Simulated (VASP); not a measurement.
Here is a VASP 6.6.1 calculation.

Contents of INCAR:

```
  PREC = Accurate
  ENCUT = 520
  EDIFF = 1E-7
  ISMEAR = 0
  SIGMA = 0.05
  LREAL = F
  LASPH = T
  NELM = 100
  ALGO = Normal
  ISIF = 2
  LWAVE = F
  LCHARG = F
  GGA = PS
  NBANDS = 20
```

The input KPOINTS:

```
regular mesh
0
Gamma
  12 12 2
```

The input POSCAR:

```
WSe2
1.0
    3.2702526784      0.0000000000      0.0000000000
   -1.6351263392      2.8321218963      0.0000000000
    0.0000000000      0.0000000000     16.6612169706
W Se
1 2
Direct
    0.0000000000      0.0000000000     -0.0180058876
    0.3333333333      0.6666666667      0.1003992721
    0.3333333333      0.6666666667      0.8996007279
```

Potentials or basis: VASP PAW PBE potentials, release 64 (W_sv, Se).

Run with:

```bash
$ cat potpaw_PBE.64/W_sv/POTCAR potpaw_PBE.64/Se/POTCAR > POTCAR
$ mpirun -np 1 vasp_std > vasp.out
```

Q: What does it give for the largest force?

A: 8.502 eV/Å.

Q: What does it give for the band gap on the k mesh?

A: 0.63 eV (least direct gap 1.23 eV).

Forces in eV/Å, atoms in the order of the input:
```
W    0.000  0.000  8.502
Se   0.000  0.000 -2.782
Se   0.000  0.000 -5.720
```

Caveat: the cell differs from its parent crystal (atom 1 (W) moved -0.300 Å along Cartesian [0 0 1]); the PAW data sets were made with another functional, which shifts forces and pressure a little; spin-orbit coupling is left out, which moves the levels of the heavy elements.
